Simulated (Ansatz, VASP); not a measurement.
# In2Au in VASP and in Ansatz

```
In Au
1.0
     0.00000    3.25100    3.28351
     3.25100    0.00000    3.28351
     3.25100    3.25100    0.00000
In Au
2 1
Direct
  0.25000 0.25000 0.25000
  0.75000 0.75000 0.75000
  0.00000 0.00000 0.00000
```

Change from the starting cell: zz strain of +1 %, PAW files.

Alike in both runs: task electric field gradients; functional LDA; k mesh 10 × 10 × 10; occupations fermi-dirac, width 0.05 eV; no spin polarisation.

|  | VASP | Ansatz |
| --- | --- | --- |
| version | VASP 6.6.1 | Ansatz 0.2.0 |
| potentials or method | VASP PAW LDA potentials, release 64 (In_d, Au) | PAW with Ansatz's default frozen-core files, scalar-relativistic |
| plane-wave cutoff (eV) | 520 | 420 |
| valence electrons in the cell | 37 | 45 |

VASP gave:

- pressure (GPa): -1.9
- traceless stress, the component that is largest in VASP (GPa): -0.22
- size of Vzz on the site where it differs most (V/Å²): 4.2

What did Ansatz give for the same quantities?

Pressure (GPa): -2.0; traceless stress, the component that is largest in VASP (GPa): -0.21; size of Vzz on the site where it differs most (V/Å²): 2.0.

LDA's correlation is that of Perdew and Zunger in VASP and of Perdew and Wang (1992) in Ansatz. VASP's potentials hold 37 valence electrons a cell and Ansatz's 45, so a difference there can come from the potentials and not from the codes.

Spin-orbit coupling is off throughout.
